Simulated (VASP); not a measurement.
A run of VASP 6.6.1 is set up as follows.

The input INCAR:

```
ALGO = Normal
EDIFF = 1E-6
ENCUT = 520
GGA = CA
GGA_COMPAT = F
ISIF = 2
ISMEAR = -5
LASPH = T
LCHARG = F
LORBIT = 11
LORBMOM = T
LREAL = F
LSORBIT = T
LWAVE = F
MAGMOM = 0 0 0
NBANDS = 24
NELM = 150
PREC = Accurate
SIGMA = 0.05
```

File KPOINTS:

```
k-points
0
Gamma
  7 7 7
```

File POSCAR:

```
Tl
1.0
   -1.9559951735      1.9559951735      1.9559951735
    1.9559951735     -1.9559951735      1.9559951735
    1.9559951735      1.9559951735     -1.9559951735
Tl
1
Direct
    0.0000000000      0.0000000000      0.0000000000
```

Potentials or basis: VASP PAW LDA potentials, release 64 (Tl_d).

Launch:

```bash
$ cat potpaw_LDA.64/Tl_d/POTCAR > POTCAR
$ mpirun -np 1 vasp_ncl > vasp.out
```

Question: Estimate the pressure.

Answer: -3.4 GPa.

Question: What does it give for the net moment?

Answer: 0.00 μB per cell.

Moments on the atoms (μB; x, y, z):
```
Tl  0.00 0.00 0.00
```

Caveat: the cell stands under tension.
